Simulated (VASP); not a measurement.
Runs of VASP 6.6.1 on CaC2. The structure is that of space group I4/mmm (No. 139), or close to it. The cells are those of the table. 

```csv
task,potentials or basis,cell,k mesh,cutoff (eV),smearing,second run,ions in elastic constants,gap on the mesh (eV),pressure (GPa),relaxed volume (Å³/atom),largest force (eV/Å)
single point,"VASP PAW LDA potentials, release 64 (Ca_sv, C_h)","a = 4.211 Å, angles 125.3, 125.3, 81.0°, 3 atoms",6 × 6 × 6,910,gaussian 0.1 eV,hard_potentials,-,1.17,-4.2,-,0.13
single point,"VASP PAW LDA potentials, release 64 (Ca_sv, C)","a = 4.211 Å, angles 125.3, 125.3, 81.0°, 3 atoms",6 × 6 × 6,520,gaussian 0.1 eV,-,-,1.17,-4.1,-,0.18
relaxation of cell and atoms,"VASP PAW LDA potentials, release 64 (Ca_sv, C)","relaxed from a = 4.211 Å, angles 125.3, 125.3, 81.0°, 3 atoms",10 × 10 × 10,600,gaussian 0.02 eV,-,-,0.86,0.0,(b),-
single point,"VASP PAW LDA potentials, release 64 (Ca_sv, C)","a = 4.112 Å, angles 125.6, 125.6, 80.5°, 3 atoms",10 × 10 × 10,520,gaussian 0.01 eV,-,-,0.85,0.5,-,0.09
relaxation of cell and atoms,"VASP PAW LDA potentials, release 64 (Ca_sv, C)","relaxed from a = 4.113 Å, angles 125.6, 125.6, 80.5°, 3 atoms",10 × 10 × 10,600,gaussian 0.01 eV,-,-,0.86,0.0,(a),-
single point,"VASP PAW LDA potentials, release 64 (Ca_sv, C)","a = 4.113 Å, angles 125.6, 125.6, 80.5°, 3 atoms",10 × 10 × 10,520,gaussian 0.02 eV,-,-,0.85,0.5,-,0.09
```

Alike in all rows: level LDA; no spin polarisation.

Fill in the values left out.

(a) 14.83; (b) 14.82.

Caveats: the cutoff is under 1.25 times the usual one of these potentials, so pressure, stress and relaxed cells hold a basis-set (Pulay) error (some runs).

A k mesh can miss the band edges.
